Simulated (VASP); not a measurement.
# KF (Fm-3m) in VASP: single point with PBEsol

Aim: the single point of KF with PBEsol.

Program: VASP 6.6.1. These are calculated values, not measurements. Logs are shortened: lines on timing, memory, paths and dates and some standing lists are left out, and cuts for length are marked.

## (1) The cell of the first run

It takes space group Fm-3m (No. 225, cubic). The conventional cell has a = 5.306 Å, b = 5.306 Å, c = 5.306 Å, α = 90.00°, β = 90.00°, γ = 90.00°. K (site symmetry m-3m) has 6 F at 2.65 Å within 3.5 Å. F (site symmetry m-3m) has 6 K at 2.65 Å within 3.5 Å.

## (2) Single point, PBEsol

File INCAR:

```
SYSTEM = KF
PREC = Accurate
ENCUT = 520
EDIFF = 1E-7
ISMEAR = -1
SIGMA = 0.05
LREAL = .False.
LASPH = .True.
NELM = 80
ALGO = Normal
ISIF = 2
LWAVE = .False.
LCHARG = .False.
GGA = PS
NBANDS = 15
```

File KPOINTS:

```
regular mesh
0
Gamma
  8 8 8
  0 0 0
```

File POSCAR:

```
KF
1.0
    0.0000000000      2.6529820000      2.6529820000
    2.6529820000      0.0000000000      2.6529820000
    2.6529820000      2.6529820000      0.0000000000
K F
1 1
Direct
    0.0000000000      0.0000000000      0.0000000000
    0.5000000000      0.5000000000      0.5000000000
```

Potentials or basis: VASP PAW PBE potentials, release 64 (K_sv, F).

Command:

```bash
$ cat potpaw_PBE.64/K_sv/POTCAR potpaw_PBE.64/F/POTCAR > POTCAR
$ mpirun -np 1 vasp_std > vasp.out
```

OUTCAR:

```text
SYSTEM = KF
   PREC = Accurate
   ENCUT = 520
   EDIFF = 1E-7
   ISMEAR = -1
   LREAL = .False.
   LASPH = .True.
   NELM = 80
   ISIF = 2
   GGA = PS

 ion  position               nearest neighbor table
   1  0.000  0.000  0.000-   2 2.65   2 2.65   2 2.65   2 2.65   2 2.65   2 2.65
   2  0.500  0.500  0.500-   1 2.65   1 2.65   1 2.65   1 2.65   1 2.65   1 2.65

  LATTYP: Found a face centered cubic cell.
 ALAT       =     5.3059640000

  Lattice vectors:

 A1 = (   0.0000000000,   2.6529820000,   2.6529820000)
 A2 = (   2.6529820000,   0.0000000000,   2.6529820000)
 A3 = (   2.6529820000,   2.6529820000,   0.0000000000)

Analysis of symmetry for initial positions (statically):
=====================================================================
 Subroutine PRICEL returns:
 Original cell was already a primitive cell.

 Routine SETGRP: Setting up the symmetry group for a
 face centered cubic supercell.

 Subroutine GETGRP returns: Found 48 space group operations
 (whereof 48 operations were pure point group operations)
 out of a pool of 48 trial point group operations.

The static configuration has the point symmetry O_h .

Analysis of symmetry for dynamics (positions and initial velocities):
=====================================================================
 Subroutine PRICEL returns:
 Original cell was already a primitive cell.

 Routine SETGRP: Setting up the symmetry group for a
 face centered cubic supercell.

 Subroutine GETGRP returns: Found 48 space group operations
 (whereof 48 operations were pure point group operations)
 out of a pool of 48 trial point group operations.

The dynamic configuration has the point symmetry O_h .

 Subroutine INISYM returns: Found 48 space group operations
 (whereof 48 operations are pure point group operations),
 and found     1 'primitive' translations

----------------------------------------------------------------------------------------

                                     Primitive cell

  volume of cell :      37.3450

  direct lattice vectors                    reciprocal lattice vectors
     0.000000000  2.652982000  2.652982000    -0.188467166  0.188467166  0.188467166
     2.652982000  0.000000000  2.652982000     0.188467166 -0.188467166  0.188467166
     2.652982000  2.652982000  0.000000000     0.188467166  0.188467166 -0.188467166

  length of vectors
     3.751883125  3.751883125  3.751883125     0.326434708  0.326434708  0.326434708

  position of ions in fractional coordinates (direct lattice)
     0.000000000  0.000000000  0.000000000
     0.500000000  0.500000000  0.500000000

  ion indices of the primitive-cell ions
   primitive index   ion index
                 1           1
                 2           2

----------------------------------------------------------------------------------------

 KPOINTS: regular mesh

Automatic generation of k-mesh.
 Grid dimensions read from file:
 generate k-points for:    8    8    8

 Generating k-lattice:

  Cartesian coordinates                     Fractional coordinates (reciprocal lattice)
    -0.023558396  0.023558396  0.023558396     0.125000000  0.000000000  0.000000000
     0.023558396 -0.023558396  0.023558396     0.000000000  0.125000000  0.000000000
     0.023558396  0.023558396 -0.023558396     0.000000000  0.000000000  0.125000000

  Length of vectors
     0.040804338  0.040804338  0.040804338

  Shift w.r.t. Gamma in fractional coordinates (k-lattice)
     0.000000000  0.000000000  0.000000000

 Subroutine IBZKPT returns following result:
 ===========================================

 Found     29 irreducible k-points:

 Following reciprocal coordinates:
            Coordinates               Weight
  0.000000  0.000000  0.000000      1.000000
  0.125000  0.000000  0.000000      8.000000
  0.250000  0.000000  0.000000      8.000000
  0.375000  0.000000  0.000000      8.000000
  0.500000  0.000000  0.000000      4.000000
  0.125000  0.125000  0.000000      6.000000
[... 16 lines left out ...]
  0.500000  0.250000  0.125000     48.000000
 -0.375000  0.250000  0.125000     24.000000
 [... further k-points ...]
   k-points           NKPTS =     29   k-points in BZ     NKDIM =     29   number of bands    NBANDS=     15
   number of dos      NEDOS =    301   number of ions     NIONS =      2
   total plane-waves  NPLWV =  21952
   dimension x,y,z NGX =    28 NGY =   28 NGZ =   28
   dimension x,y,z NGXF=    56 NGYF=   56 NGZF=   56
   ions per type =               1   1
   NGX,Y,Z   is equivalent  to a cutoff of  12.41, 12.41, 12.41 a.u.
   NGXF,Y,Z  is equivalent  to a cutoff of  24.81, 24.81, 24.81 a.u.
 SYSTEM =  KF
   PREC   = accura    normal or accurate (medium, high low for compatibility)
   ISTART =      0    job   : 0-new  1-cont  2-samecut
   ICHARG =      2    charge: 1-file 2-atom 10-const
   ISPIN  =      1    spin polarized calculation?
   LNONCOLLINEAR =      F non collinear calculations
   LSORBIT =      F    spin-orbit coupling
   LASPH  =      T    aspherical Exc in radial PAW
   ENCUT  =  520.0 eV  38.22 Ry    6.18 a.u.   6.98  6.98  6.98*2*pi/ulx,y,z
   NELM   =     80;   NELMIN=  2; NELMDL= -5     # of ELM steps
   EDIFF  = 0.1E-06   stopping-criterion for ELM
   LREAL  =      F    real-space projection
   EDIFFG = 0.1E-05   stopping-criterion for IOM
   NSW    =      0    number of steps for IOM
   IBRION =     -1    ionic relax: 0-MD 1-quasi-New 2-CG
   NFREE  =      0    steps in history (QN), initial steepest desc. (CG)
   ISIF   =      2    stress and relaxation
   ISYM   =      2    0-nonsym 1-usesym 2-fastsym
   POTIM  = 0.5000    time-step for ionic-motion
   TEBEG  =    0.0;   TEEND  =   0.0 temperature during run
   PSTRESS=    0.0 pullay stress
   NELECT =      16.0000    total number of electrons
   NUPDOWN=      -1.0000    fix difference up-down
   EMIN   =  10.00;   EMAX   =-10.00  energy-range for DOS
   EFERMI =   0.00;   METHOD = LEGACY
   ISMEAR =    -1;   SIGMA  =   0.05  broadening in eV -4-tet -1-fermi 0-gaus
   EFERMI_NEDOS =   21; number of points for ismear=-14 and -15
   IALGO  =     38    algorithm
   IMIX   =      4    mixing-type and parameters
     AMIX     =   0.40;   BMIX     =  1.00
     AMIX_MAG =   1.60;   BMIX_MAG =  1.00
  volume/ion in A,a.u.               =      18.67       126.01
  Fermi-wavevector in a.u.,A,eV,Ry     =   1.234157  2.332219 20.723636  1.523144
  Thomas-Fermi vector in A             =   2.368859
   LORBIT       =      0    0 simple, 1 ext, 2 COOP (PROOUT), +10 PAW based schemes
   GGA     = PS    functional components
   LHFCALC =     F    Hartree Fock is set to
   AEXX    =    0.0000 exact exchange contribution
   IVDW    =     0    specifies the selected vdW correction
   LEPSILON=     F    determine dielectric tensor
   LRPA    =     F    only Hartree local field effects (RPA)
 non-spin polarized calculation
  energy-cutoff  :      520.00
  volume of cell :       37.35
 maximum number of plane-waves:      1036
   NGX = 13   NGY = 13   NGZ = 13

 number of electron      16.0000013 magnetization

 Free energy of the ion-electron system (eV)
  ---------------------------------------------------
  ext. energy  EPLUGINS =         0.00000000
  ---------------------------------------------------
  free energy    TOTEN  =        -8.52004980 eV

  energy without entropy =       -8.52004980  energy(sigma->0) =       -8.52004980

 E-fermi :  -1.7101     XC(G=0):  -8.7120

 val. band max:       -2.8521080732   @ k =   0.0000   0.0000   0.0000
 cond. band min:       3.2843785194   @ k =   0.0000   0.0000   0.0000
 fundamental gap:      6.1364865925
 Fermi energy:        -1.7100893710

 k-point     1 :       0.0000    0.0000    0.0000
  band No.  band energies     occupation
      1     -28.7581      2.00000
      2     -21.3916      2.00000
      3     -12.0531      2.00000
      4     -12.0531      2.00000
      5     -12.0531      2.00000
      6      -2.8521      2.00000
      7      -2.8521      2.00000
      8      -2.8521      2.00000
      9       3.2844      0.00000
     10       7.8386      0.00000
     11       7.8386      0.00000
     12       7.8386      0.00000
     13       9.5429      0.00000
     14       9.5429      0.00000
     15      13.9979      0.00000

 k-point     2 :       0.1250    0.0000    0.0000
  band No.  band energies     occupation
      1     -28.7424      2.00000
      2     -21.4069      2.00000
      3     -12.0969      2.00000
      4     -12.0589      2.00000
      5     -12.0589      2.00000
      6      -3.0012      2.00000
      7      -2.9090      2.00000
      8      -2.9090      2.00000
      9       3.7294      0.00000
     10       7.5751      0.00000
     11       8.0562      0.00000
     12       8.0562      0.00000
     13       9.6961      0.00000
     14       9.6961      0.00000
     15      14.7863      0.00000

 k-point     3 :       0.2500    0.0000    0.0000
  band No.  band energies     occupation
      1     -28.7041      2.00000
      2     -21.4431      2.00000
      3     -12.2015      2.00000
      4     -12.0726      2.00000
      5     -12.0726      2.00000
      6      -3.3157      2.00000
      7      -3.0431      2.00000
      8      -3.0430      2.00000
      9       4.8303      0.00000
     10       7.2193      0.00000
     11       8.5966      0.00000
     12       8.5966      0.00000
     13      10.1684      0.00000
     14      10.1684      0.00000
     15      15.9114      0.00000
[... 343 lines left out ...]
 k-point    23 :       0.5000    0.2500    0.1250
  band No.  band energies     occupation
      1     -28.6483      2.00000
      2     -21.4634      2.00000
      3     -12.3536      2.00000
      4     -12.2731      2.00000
      5     -12.1227      2.00000
      6      -3.4437      2.00000
      7      -3.1703      2.00000
      8      -3.0150      2.00000
      9       6.3577      0.00000
     10       6.7799      0.00000
     11       8.9632      0.00000
     12       9.8039      0.00000
     13      10.7627      0.00000
     14      11.7630      0.00000
     15      13.5160      0.00000

 k-point    24 :      -0.3750    0.2500    0.1250
  band No.  band energies     occupation
      1     -28.6359      2.00000
      2     -21.4696      2.00000
      3     -12.4021      2.00000
      4     -12.2916      2.00000
      5     -12.1307      2.00000
      6      -3.4506      2.00000
      7      -3.1464      2.00000
      8      -3.1178      2.00000
      9       6.5300      0.00000
     10       7.2283      0.00000
     11       8.8985      0.00000
     12       9.9633      0.00000
     13      11.2613      0.00000
     14      12.3228      0.00000
     15      12.5826      0.00000

 [... further k-points ...]
[... 5 lines left out ...]
  --------------------------------------------------------------------------------------
  -------------------------------------------------------------------------------------
  Total        0.0156420      0.0156420      0.0156420      0.0000000     -0.0000000      0.0000000
  in kB        0.6710744      0.6710744      0.6710744      0.0000000     -0.0000000      0.0000000
  external PRESSURE =       0.6710744 kB  Pullay stress =       0.0000000 kB

 VOLUME and BASIS-vectors are now :
 -----------------------------------------------------------------------------
  energy-cutoff  :      520.00
  volume of cell :       37.35
      direct lattice vectors                 reciprocal lattice vectors
     0.000000000  2.652982000  2.652982000    -0.188467166  0.188467166  0.188467166
     2.652982000  0.000000000  2.652982000     0.188467166 -0.188467166  0.188467166
     2.652982000  2.652982000  0.000000000     0.188467166  0.188467166 -0.188467166

 POSITION                                       TOTAL-FORCE (eV/Angst)
 -----------------------------------------------------------------------------------
      0.00000      0.00000      0.00000         0.000000      0.000000      0.000000
      2.65298      2.65298      2.65298         0.000000      0.000000      0.000000
 -----------------------------------------------------------------------------------
    total drift:                                0.000000      0.000000      0.000000

  FREE ENERGIE OF THE ION-ELECTRON SYSTEM (eV)
  ---------------------------------------------------
  free  energy   TOTEN  =        -8.5200498025 eV

  energy  without entropy=       -8.5200498025  energy(sigma->0) =       -8.52004980
```

Wall time 14 s (1 thread of Intel Xeon 6975P-C, shared host); peak memory 0.16 GiB.

Results:

```yaml
Free_energy: -8.5200 eV
Pressure: 0.1 GPa
Band_gap_on_the_k_mesh: 6.14 eV, direct
```

Levels at points of the mesh, in eV from the valence-band top:
```tsv
k point	band 4	band 5	band 6	band 7	band 8	band 9	band 10	band 11	band 12	band 13
(0.00, 0.00, 0.00)	-9.20	-9.20	0.00	0.00	0.00	6.14	10.69	10.69	10.69	12.39
(0.50, 0.00, 0.00)	-9.24	-9.24	-0.84	-0.37	-0.37	9.06	10.61	12.15	12.15	14.46
(0.50, 0.50, 0.00)	-9.43	-9.43	-0.20	-0.05	-0.05	8.11	10.35	11.83	13.71	14.40
```

Caveat: the PAW data sets were made with another functional, which shifts forces and pressure a little. PBEsol gaps usually lie below the measured ones, often by a third to a half.
